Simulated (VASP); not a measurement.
# AlHg (F-43m) in VASP: further runs

Runs on AlHg. Level: PBE. Tasks: single point, relaxation of cell and atoms.

Everything below comes from runs of VASP 6.6.1. Logs are shortened: lines on timing, memory, paths and dates and some standing lists are left out, and cuts for length are marked.

## (1) The cell of the first run

The structure is cubic, space group F-43m (No. 216). Conventional cell: a = 6.129 Å, b = 6.129 Å, c = 6.129 Å, α = 90.00°, β = 90.00°, γ = 90.00°. Within 3.5 Å of Al (site symmetry -43m) lie 4 Hg at 2.65 Å. Hg (site symmetry -43m) has 4 Al at 2.65 Å within 3.5 Å.

The cell was built from a structure type or drawn by symmetry, and may not be a known phase.

## (2) Single point, PBE

Input file INCAR:

```
PREC = Accurate ; ENCUT = 500
EDIFF = 1E-6 ; ISMEAR = 0
SIGMA = 0.1 ; LREAL = F
LASPH = T ; NELM = 120
ALGO = Normal ; ISIF = 2
LWAVE = F ; LCHARG = F
GGA = PE ; NBANDS = 14
GGA_COMPAT = F
```

Input file KPOINTS:

```
Automatic mesh
0
Gamma
  6 6 6
```

Input file POSCAR:

```
AlHg
1.0
    0.0000000000      3.0644834676      3.0644834676
    3.0644834676      0.0000000000      3.0644834676
    3.0644834676      3.0644834676      0.0000000000
Al Hg
1 1
Direct
    0.0000000000      0.0000000000      0.0000000000
    0.7500000000      0.7500000000      0.7500000000
```

Potentials or basis: VASP PAW PBE potentials, release 64 (Al, Hg).

Command:

```
$ cat potpaw_PBE.64/Al/POTCAR potpaw_PBE.64/Hg/POTCAR > POTCAR
$ mpirun -np 1 vasp_std > vasp.out
```

OUTCAR:

```text
PREC = Accurate
   ENCUT = 500
   EDIFF = 1E-6
   ISMEAR = 0
   LREAL = F
   LASPH = T
   NELM = 120
   ISIF = 2
   GGA = PE

 ion  position               nearest neighbor table
   1  0.000  0.000  0.000-   2 2.65   2 2.65   2 2.65   2 2.65
   2  0.750  0.750  0.750-   1 2.65   1 2.65   1 2.65   1 2.65

  LATTYP: Found a face centered cubic cell.
 ALAT       =     6.1289669352

  Lattice vectors:

 A1 = (   0.0000000000,   3.0644834676,   3.0644834676)
 A2 = (   3.0644834676,   0.0000000000,   3.0644834676)
 A3 = (   3.0644834676,   3.0644834676,   0.0000000000)

Analysis of symmetry for initial positions (statically):
=====================================================================
 Subroutine PRICEL returns:
 Original cell was already a primitive cell.

 Routine SETGRP: Setting up the symmetry group for a
 face centered cubic supercell.

 Subroutine GETGRP returns: Found 24 space group operations
 (whereof 24 operations were pure point group operations)
 out of a pool of 48 trial point group operations.

The static configuration has the point symmetry T_d .

Analysis of symmetry for dynamics (positions and initial velocities):
=====================================================================
 Subroutine PRICEL returns:
 Original cell was already a primitive cell.

 Routine SETGRP: Setting up the symmetry group for a
 face centered cubic supercell.

 Subroutine GETGRP returns: Found 24 space group operations
 (whereof 24 operations were pure point group operations)
 out of a pool of 48 trial point group operations.

The dynamic configuration has the point symmetry T_d .

 Subroutine INISYM returns: Found 24 space group operations
 (whereof 24 operations are pure point group operations),
 and found     1 'primitive' translations

----------------------------------------------------------------------------------------

                                     Primitive cell

  volume of cell :      57.5575

  direct lattice vectors                    reciprocal lattice vectors
     0.000000000  3.064483468  3.064483468    -0.163159634  0.163159634  0.163159634
     3.064483468  0.000000000  3.064483468     0.163159634 -0.163159634  0.163159634
     3.064483468  3.064483468  0.000000000     0.163159634  0.163159634 -0.163159634

  length of vectors
     4.333834082  4.333834082  4.333834082     0.282600775  0.282600775  0.282600775

  position of ions in fractional coordinates (direct lattice)
     0.000000000  0.000000000  0.000000000
     0.750000000  0.750000000  0.750000000

  ion indices of the primitive-cell ions
   primitive index   ion index
                 1           1
                 2           2

----------------------------------------------------------------------------------------

 KPOINTS: Automatic mesh

Automatic generation of k-mesh.
 Grid dimensions read from file:
 generate k-points for:    6    6    6

 Generating k-lattice:

  Cartesian coordinates                     Fractional coordinates (reciprocal lattice)
    -0.027193272  0.027193272  0.027193272     0.166666667  0.000000000  0.000000000
     0.027193272 -0.027193272  0.027193272     0.000000000  0.166666667  0.000000000
     0.027193272  0.027193272 -0.027193272     0.000000000  0.000000000  0.166666667

  Length of vectors
     0.047100129  0.047100129  0.047100129

  Shift w.r.t. Gamma in fractional coordinates (k-lattice)
     0.000000000  0.000000000  0.000000000

 Subroutine IBZKPT returns following result:
 ===========================================

 Found     16 irreducible k-points:

 Following reciprocal coordinates:
            Coordinates               Weight
  0.000000  0.000000  0.000000      1.000000
  0.166667  0.000000  0.000000      8.000000
  0.333333  0.000000  0.000000      8.000000
  0.500000  0.000000  0.000000      4.000000
  0.166667  0.166667  0.000000      6.000000
  0.333333  0.166667  0.000000     24.000000
[... 8 lines left out ...]
 -0.333333  0.333333  0.166667     24.000000
 -0.333333  0.500000  0.166667     12.000000
   k-points           NKPTS =     16   k-points in BZ     NKDIM =     16   number of bands    NBANDS=     14
   number of dos      NEDOS =    301   number of ions     NIONS =      2
   total plane-waves  NPLWV =  32768
   dimension x,y,z NGX =    32 NGY =   32 NGZ =   32
   dimension x,y,z NGXF=    64 NGYF=   64 NGZF=   64
   ions per type =               1   1
   NGX,Y,Z   is equivalent  to a cutoff of  12.28, 12.28, 12.28 a.u.
   NGXF,Y,Z  is equivalent  to a cutoff of  24.55, 24.55, 24.55 a.u.
 SYSTEM =  unknown system
   PREC   = accura    normal or accurate (medium, high low for compatibility)
   ISTART =      0    job   : 0-new  1-cont  2-samecut
   ICHARG =      2    charge: 1-file 2-atom 10-const
   ISPIN  =      1    spin polarized calculation?
   LNONCOLLINEAR =      F non collinear calculations
   LSORBIT =      F    spin-orbit coupling
   LASPH  =      T    aspherical Exc in radial PAW
   ENCUT  =  500.0 eV  36.75 Ry    6.06 a.u.   7.90  7.90  7.90*2*pi/ulx,y,z
   NELM   =    120;   NELMIN=  2; NELMDL= -5     # of ELM steps
   EDIFF  = 0.1E-05   stopping-criterion for ELM
   LREAL  =      F    real-space projection
   EDIFFG = 0.1E-04   stopping-criterion for IOM
   NSW    =      0    number of steps for IOM
   IBRION =     -1    ionic relax: 0-MD 1-quasi-New 2-CG
   NFREE  =      0    steps in history (QN), initial steepest desc. (CG)
   ISIF   =      2    stress and relaxation
   ISYM   =      2    0-nonsym 1-usesym 2-fastsym
   POTIM  = 0.5000    time-step for ionic-motion
   TEBEG  =    0.0;   TEEND  =   0.0 temperature during run
   PSTRESS=    0.0 pullay stress
   NELECT =      15.0000    total number of electrons
   NUPDOWN=      -1.0000    fix difference up-down
   EMIN   =  10.00;   EMAX   =-10.00  energy-range for DOS
   EFERMI =   0.00;   METHOD = LEGACY
   ISMEAR =     0;   SIGMA  =   0.10  broadening in eV -4-tet -1-fermi 0-gaus
   EFERMI_NEDOS =   21; number of points for ismear=-14 and -15
   IALGO  =     38    algorithm
   IMIX   =      4    mixing-type and parameters
     AMIX     =   0.40;   BMIX     =  1.00
     AMIX_MAG =   1.60;   BMIX_MAG =  1.00
  volume/ion in A,a.u.               =      28.78       194.21
  Fermi-wavevector in a.u.,A,eV,Ry     =   1.045694  1.976075 14.877645  1.093476
  Thomas-Fermi vector in A             =   2.180501
   LORBIT       =      0    0 simple, 1 ext, 2 COOP (PROOUT), +10 PAW based schemes
   GGA     = PE    functional components
   LHFCALC =     F    Hartree Fock is set to
   AEXX    =    0.0000 exact exchange contribution
   IVDW    =     0    specifies the selected vdW correction
   LEPSILON=     F    determine dielectric tensor
   LRPA    =     F    only Hartree local field effects (RPA)
 non-spin polarized calculation
 Gauss-broadening in eV      SIGMA  =   0.10
  energy-cutoff  :      500.00
  volume of cell :       57.56
 maximum number of plane-waves:      1476
   NGX = 15   NGY = 15   NGZ = 15

 number of electron      15.0000001 magnetization

 Free energy of the ion-electron system (eV)
  ---------------------------------------------------
  ext. energy  EPLUGINS =         0.00000000
  ---------------------------------------------------
  free energy    TOTEN  =        -3.09320431 eV

  energy without entropy =       -3.08536098  energy(sigma->0) =       -3.08928265

 E-fermi :   2.4295     XC(G=0):  -8.7894

 val. band max:        2.4281495224   @ k =  -0.3333   0.1667   0.0000
 cond. band min:       2.4349666494   @ k =   0.5000   0.5000   0.0000
 fundamental gap:      0.0068171271
 Fermi energy:         2.4294808095

 k-point     1 :       0.0000    0.0000    0.0000
  band No.  band energies     occupation
      1      -6.1296      2.00000
      2      -5.4069      2.00000
      3      -5.4069      2.00000
      4      -5.4069      2.00000
      5      -5.0563      2.00000
      6      -5.0563      2.00000
      7       6.1592      0.00000
      8       6.1592      0.00000
      9       6.1592      0.00000
     10       6.9511      0.00000
     11       7.2713      0.00000
     12       7.2713      0.00000
     13       7.2713      0.00000
     14       9.7701      0.00000

 k-point     2 :       0.1667    0.0000    0.0000
  band No.  band energies     occupation
      1      -5.9247      2.00000
      2      -5.3750      2.00000
      3      -5.3750      2.00000
      4      -5.2945      2.00000
      5      -5.0571      2.00000
      6      -5.0571      2.00000
      7       3.2396      0.00000
      8       5.4241      0.00000
      9       5.4241      0.00000
     10       6.6902      0.00000
     11       8.0551      0.00000
     12       8.0551      0.00000
     13       9.2759      0.00000
     14      11.0786      0.00000

 k-point     3 :       0.3333    0.0000    0.0000
  band No.  band energies     occupation
      1      -5.7889      2.00000
      2      -5.3296      2.00000
      3      -5.3296      2.00000
      4      -5.0368      2.00000
      5      -5.0368      2.00000
      6      -4.4889      2.00000
      7       0.2691      2.00000
      8       4.6629      0.00000
      9       4.6629      0.00000
     10       6.2431      0.00000
     11       8.4053      0.00000
     12       8.4053      0.00000
     13      10.2626      0.00000
     14      11.7599      0.00000
[... 188 lines left out ...]
 k-point    15 :      -0.3333    0.3333    0.1667
  band No.  band energies     occupation
      1      -5.7016      2.00000
      2      -5.2905      2.00000
      3      -5.2040      2.00000
      4      -5.1170      2.00000
      5      -5.0257      2.00000
      6      -2.9168      2.00000
      7      -0.9062      2.00000
      8       1.3873      2.00000
      9       2.6795      0.00041
     10       7.9463      0.00000
     11       8.0644      0.00000
     12       9.7967      0.00000
     13      10.7925      0.00000
     14      12.3603      0.00000

 k-point    16 :      -0.3333    0.5000    0.1667
  band No.  band energies     occupation
      1      -5.7124      2.00000
      2      -5.2408      2.00000
      3      -5.2246      2.00000
      4      -5.1162      2.00000
      5      -4.9994      2.00000
      6      -2.4940      2.00000
      7      -1.1877      2.00000
      8       1.5928      2.00000
      9       1.8493      2.00000
     10       7.1864      0.00000
     11       7.7115      0.00000
     12      10.5598      0.00000
     13      10.8733      0.00000
     14      14.2182      0.00000

------------------------ aborting loop because EDIFF is reached ----------------------------------------

  FORCE on cell =-STRESS in cart. coord.  units (eV):
  Direction    XX          YY          ZZ          XY          YZ          ZX
  --------------------------------------------------------------------------------------
  -------------------------------------------------------------------------------------
  Total        0.0301193      0.0301193      0.0301193     -0.0000000      0.0000000      0.0000000
  in kB        0.8384054      0.8384054      0.8384054     -0.0000000      0.0000000      0.0000000
  external PRESSURE =       0.8384054 kB  Pullay stress =       0.0000000 kB

 VOLUME and BASIS-vectors are now :
 -----------------------------------------------------------------------------
  energy-cutoff  :      500.00
  volume of cell :       57.56
      direct lattice vectors                 reciprocal lattice vectors
     0.000000000  3.064483468  3.064483468    -0.163159634  0.163159634  0.163159634
     3.064483468  0.000000000  3.064483468     0.163159634 -0.163159634  0.163159634
     3.064483468  3.064483468  0.000000000     0.163159634  0.163159634 -0.163159634

 POSITION                                       TOTAL-FORCE (eV/Angst)
 -----------------------------------------------------------------------------------
      0.00000      0.00000      0.00000         0.000000      0.000000      0.000000
      4.59673      4.59673      4.59673        -0.000000     -0.000000     -0.000000
 -----------------------------------------------------------------------------------
    total drift:                               -0.000000     -0.000000     -0.000000

  FREE ENERGIE OF THE ION-ELECTRON SYSTEM (eV)
  ---------------------------------------------------
  free  energy   TOTEN  =        -3.0932043145 eV

  energy  without entropy=       -3.0853609756  energy(sigma->0) =       -3.08928265
```

Wall time 6.2 s (1 thread of Intel Xeon 6975P-C (Granite Rapids), shared host); peak memory 0.17 GiB.

What came out:

```yaml
Free_energy: -3.0932 eV
Pressure: 0.1 GPa
Band_gap_on_the_k_mesh: zero (an odd number of electrons rules out a gap without spin polarisation)
```

Caveat: spin-orbit coupling is left out, which moves the levels of the heavy elements.

## (3) Relaxation of cell and atoms, PBE

This run uses another cell than the first one, of 23.89 Å³/atom.

Input file INCAR:

```
PREC = Accurate
ENCUT = 500
EDIFF = 1E-7
ISMEAR = 0
SIGMA = 0.1
LREAL = False
LASPH = True
NELM = 120
ALGO = Normal
ISIF = 3
LWAVE = False
LCHARG = False
GGA = PE
IBRION = 2
NSW = 90
EDIFFG = -0.04
GGA_COMPAT = False
NELMIN = 4
```

Input file KPOINTS:

```
regular mesh
0
Gamma
  6 6 6
```

Input file POSCAR:

```
AlHg
1.0
    0.0000000000      2.8800455700      2.8800455700
    2.8800455700      0.0000000000      2.8800455700
    2.8800455700      2.8800455700      0.0000000000
Al Hg
1 1
Direct
    0.0000000000      0.0000000000      0.0000000000
    0.7500000000      0.7500000000      0.7500000000
```

Potentials or basis: VASP PAW PBE potentials, release 64 (Al, Hg).

Command:

```
$ cat potpaw_PBE.64/Al/POTCAR potpaw_PBE.64/Hg/POTCAR > POTCAR
$ mpirun -np 1 vasp_std > vasp.out
```

Run time: 17 s. Hardware: 1 thread of Intel Xeon 6975P-C (Granite Rapids), shared host; peak memory 0.17 GiB.

The run converged. Its results:

```yaml
Free_energy: -3.0918 eV
Relaxed_volume: 28.82 Å³/atom
Relaxed_cell: a = 4.336 Å, b = 4.336 Å, c = 4.336 Å, α = 60.00°, β = 60.00°, γ = 60.00°
Space_group_after_relaxing_to_0.1_Å: F-43m (No. 216)
Energy_gained_by_relaxing: 134.9 meV/atom
Ionic_steps: 3
Pressure_after_relaxing: 0.1 GPa
Band_gap_on_the_k_mesh: zero (an odd number of electrons rules out a gap without spin polarisation)
```

The path:
```tsv
step	energy change (eV)	largest force (eV/Å)	pressure (GPa)	volume (Å³)
1	0.0000	0.0000	10.48	47.78
2	-0.2651	0.0000	-0.89	59.42
3	-0.2698	0.0000	0.10	57.64
```

Final structure:
```xyz
2
Lattice="0.0000 3.0660 3.0660 3.0660 0.0000 3.0660 3.0660 3.0660 0.0000" Properties=species:S:1:pos:R:3 pbc="T T T"
Al    0.0000    0.0000    0.0000
Hg    4.5990    4.5990    4.5990
```

Levels at points of the mesh, in eV from the Fermi level:
```tsv
k point	band 4	band 5	band 6	band 7	band 8	band 9	band 10	band 11
(0.00, 0.00, 0.00)	-7.83	-7.48	-7.48	3.72	3.72	3.72	4.70	4.84
(0.50, 0.00, 0.00)	-7.44	-7.44	-5.91	-3.86	1.95	1.95	3.66	5.87
(0.50, 0.50, 0.00)	-7.55	-7.38	-4.92	-3.95	0.01	0.01	2.99	3.64
```

Caveat: the volume moved by over 15 % at a fixed basis, so the end points are rough; spin-orbit coupling is left out, which moves the levels of the heavy elements.
